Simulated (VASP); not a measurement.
# KF (Pm-3m) in VASP: notebook, part 2 of 2

VASP 6.6.1. Earlier steps stand in the parts before.

## 6. Single point, PBE

INCAR reads:

```
SYSTEM = KF
PREC = Accurate ; ENCUT = 600
EDIFF = 1E-6 ; ISMEAR = 0
SIGMA = 0.1 ; LREAL = .False.
LASPH = .True. ; NELM = 120
ALGO = Normal ; ISIF = 2
LWAVE = .False. ; LCHARG = .True.
GGA = PE ; LELF = .True.
LVHAR = .True. ; NBANDS = 15
GGA_COMPAT = .False.
```

KPOINTS reads:

```
Automatic mesh
0
Gamma
  5 5 5
  0 0 0
```

POSCAR reads:

```
KF
1.0
    3.2589550000      0.0000000000      0.0000000000
    0.0000000000      3.2589550000      0.0000000000
    0.0000000000      0.0000000000      3.2589550000
K F
1 1
Direct
    0.0000000000      0.0000000000      0.0000000000
    0.5000000000      0.5000000000      0.5000000000
```

Potentials or basis: VASP PAW PBE potentials, release 64 (K_sv, F).

On the command line:

```
$ cat potpaw_PBE.64/K_sv/POTCAR potpaw_PBE.64/F/POTCAR > POTCAR
$ mpirun -np 1 vasp_std > vasp.out
```

OUTCAR:

```text
SYSTEM = KF
   PREC = Accurate
   ENCUT = 600
   EDIFF = 1E-6
   ISMEAR = 0
   LREAL = .False.
   LASPH = .True.
   NELM = 120
   ISIF = 2
   GGA = PE

 ion  position               nearest neighbor table
   1  0.000  0.000  0.000-   2 2.82   2 2.82   2 2.82   2 2.82   2 2.82   2 2.82   2 2.82   2 2.82

   2  0.500  0.500  0.500-   1 2.82   1 2.82   1 2.82   1 2.82   1 2.82   1 2.82   1 2.82   1 2.82

  LATTYP: Found a simple cubic cell.
 ALAT       =     3.2589550000

  Lattice vectors:

 A1 = (   3.2589550000,   0.0000000000,   0.0000000000)
 A2 = (   0.0000000000,   3.2589550000,   0.0000000000)
 A3 = (   0.0000000000,   0.0000000000,   3.2589550000)

Analysis of symmetry for initial positions (statically):
=====================================================================
 Subroutine PRICEL returns:
 Original cell was already a primitive cell.

 Routine SETGRP: Setting up the symmetry group for a
 simple cubic supercell.

 Subroutine GETGRP returns: Found 48 space group operations
 (whereof 48 operations were pure point group operations)
 out of a pool of 48 trial point group operations.

The static configuration has the point symmetry O_h .

Analysis of symmetry for dynamics (positions and initial velocities):
=====================================================================
 Subroutine PRICEL returns:
 Original cell was already a primitive cell.

 Routine SETGRP: Setting up the symmetry group for a
 simple cubic supercell.

 Subroutine GETGRP returns: Found 48 space group operations
 (whereof 48 operations were pure point group operations)
 out of a pool of 48 trial point group operations.

The dynamic configuration has the point symmetry O_h .

 Subroutine INISYM returns: Found 48 space group operations
 (whereof 48 operations are pure point group operations),
 and found     1 'primitive' translations

----------------------------------------------------------------------------------------

                                     Primitive cell
[... 106 lines left out ...]
   LRPA    =     F    only Hartree local field effects (RPA)
 non-spin polarized calculation
 Gauss-broadening in eV      SIGMA  =   0.10
  energy-cutoff  :      600.00
  volume of cell :       34.61
 maximum number of plane-waves:      1189
 NGX is ok and might be reduce to    28
   NGX = 13   NGY = 13   NGZ = 13

 number of electron      16.0000012 magnetization

 Free energy of the ion-electron system (eV)
  ---------------------------------------------------
  ext. energy  EPLUGINS =         0.00000000
  ---------------------------------------------------
  free energy    TOTEN  =        -8.09549217 eV

  energy without entropy =       -8.09549217  energy(sigma->0) =       -8.09549217

 E-fermi :  -1.5714     XC(G=0):  -9.0242

 val. band max:       -2.0665770773   @ k =   0.4000   0.4000   0.0000
 cond. band min:       4.2202247689   @ k =   0.0000   0.0000   0.0000
 fundamental gap:      6.2868018462
 Fermi energy:        -1.5713799922

 k-point     1 :       0.0000    0.0000    0.0000
  band No.  band energies     occupation
      1     -29.0577      2.00000
      2     -20.9374      2.00000
      3     -12.0898      2.00000
      4     -12.0898      2.00000
      5     -12.0898      2.00000
      6      -2.0901      2.00000
      7      -2.0901      2.00000
      8      -2.0901      2.00000
      9       4.2202      0.00000
     10       6.2528      0.00000
     11       6.2528      0.00000
     12      11.7792      0.00000
     13      11.7792      0.00000
     14      11.7792      0.00000
[... 149 lines left out ...]
      2     -20.7950      2.00000
      3     -12.6449      2.00000
      4     -12.6203      2.00000
      5     -12.6203      2.00000
      6      -2.9503      2.00000
      7      -2.9503      2.00000
      8      -2.8438      2.00000
      9       8.1049      0.00000
     10       8.5629      0.00000
     11       8.5629      0.00000
     12      11.2902      0.00000
     13      11.2902      0.00000
     14      11.9393      0.00000
     15      15.4383      0.00000

------------------------ aborting loop because EDIFF is reached ----------------------------------------

  FORCE on cell =-STRESS in cart. coord.  units (eV):
  Direction    XX          YY          ZZ          XY          YZ          ZX
  --------------------------------------------------------------------------------------
  -------------------------------------------------------------------------------------
  Total       -0.0103888     -0.0103888     -0.0103888      0.0000000     -0.0000000      0.0000000
  in kB       -0.4808835     -0.4808835     -0.4808835      0.0000000     -0.0000000      0.0000000
  external PRESSURE =      -0.4808835 kB  Pullay stress =       0.0000000 kB

 VOLUME and BASIS-vectors are now :
 -----------------------------------------------------------------------------
  energy-cutoff  :      600.00
  volume of cell :       34.61
      direct lattice vectors                 reciprocal lattice vectors
     3.258955000  0.000000000  0.000000000     0.306846827  0.000000000  0.000000000
     0.000000000  3.258955000  0.000000000     0.000000000  0.306846827  0.000000000
     0.000000000  0.000000000  3.258955000     0.000000000  0.000000000  0.306846827

 POSITION                                       TOTAL-FORCE (eV/Angst)
 -----------------------------------------------------------------------------------
      0.00000      0.00000      0.00000         0.000000      0.000000      0.000000
      1.62948      1.62948      1.62948         0.000000      0.000000      0.000000
 -----------------------------------------------------------------------------------
    total drift:                                0.000000      0.000000      0.000000

  FREE ENERGIE OF THE ION-ELECTRON SYSTEM (eV)
  ---------------------------------------------------
  free  energy   TOTEN  =        -8.0954921672 eV

  energy  without entropy=       -8.0954921672  energy(sigma->0) =       -8.09549217
```

OSZICAR:

```text
N       E                     dE             d eps       ncg     rms          rms(c)
DAV:   1     0.124906527431E+03    0.12491E+03   -0.92675E+03   300   0.117E+03
DAV:   2    -0.407409833414E+01   -0.12898E+03   -0.11621E+03   407   0.298E+02
DAV:   3    -0.921357760053E+01   -0.51395E+01   -0.50920E+01   370   0.531E+01
DAV:   4    -0.931389965306E+01   -0.10032E+00   -0.10029E+00   418   0.696E+00
DAV:   5    -0.931642131155E+01   -0.25217E-02   -0.25216E-02   416   0.791E-01    0.595E+00
DAV:   6    -0.816789999698E+01    0.11485E+01   -0.28050E+00   314   0.135E+01    0.378E+00
DAV:   7    -0.812029748578E+01    0.47603E-01   -0.63413E-02   391   0.232E+00    0.198E+00
DAV:   8    -0.809452348301E+01    0.25774E-01   -0.42916E-02   363   0.217E+00    0.276E-01
DAV:   9    -0.809524461745E+01   -0.72113E-03   -0.27180E-03   372   0.522E-01    0.114E-01
DAV:  10    -0.809546221259E+01   -0.21760E-03   -0.36841E-04   344   0.191E-01    0.814E-02
DAV:  11    -0.809549559416E+01   -0.33382E-04   -0.47556E-05   363   0.747E-02    0.180E-02
DAV:  12    -0.809549228994E+01    0.33042E-05   -0.71703E-06   371   0.325E-02    0.318E-03
DAV:  13    -0.809549216716E+01    0.12278E-06   -0.81632E-07   248   0.939E-03
   1 F= -.80954922E+01 E0= -.80954922E+01  d E =-.124550E-12
```

stdout:

```text
POSCAR found type information on POSCAR K F
 POSCAR found :  2 types and       2 ions
 scaLAPACK will be used
 LDA part: xc-table for (Slater+PW92), standard interpolation
 POSCAR, INCAR and KPOINTS ok, starting setup
 FFT: planning ... GRIDC
 FFT: planning ... GRID_SOFT
 FFT: planning ... GRID
 WAVECAR not read
 entering main loop
```

It took 9.7 s on 1 thread of Intel Xeon 8259CL, shared host; peak memory 0.15 GiB.

What came out:

```yaml
Free_energy: -8.0955 eV
Pressure: 0.0 GPa
Band_gap_on_the_k_mesh: 6.29 eV, indirect (least direct gap 6.31 eV)
```

Levels at points of the mesh, in eV from the valence-band top:
| k point | band 5 | band 6 | band 7 | band 8 | band 9 | band 10 | band 11 | band 12 |
| --- | --- | --- | --- | --- | --- | --- | --- | --- |
| (0.00, 0.00, 0.00) | -10.02 | -0.02 | -0.02 | -0.02 | 6.29 | 8.32 | 8.32 | 13.85 |

A k mesh can miss the band edges.

## 7. Overview

```tsv
k mesh	gap on the mesh (eV)	pressure (GPa)
1 × 1 × 1	5.13	34.4
2 × 2 × 2, shifted	8.53	-0.2
4 × 4 × 4	6.26	0.0
5 × 5 × 5	6.29	0.0
```

Alike in all rows: task single point; level PBE; potentials or basis VASP PAW PBE potentials, release 64 (K_sv, F); no spin polarisation; cell as given; cutoff (eV) 600; smearing gaussian 0.1 eV.

Caveats: some runs use coarse meshes.

Absolute energies hang on the potentials; compare differences alone.
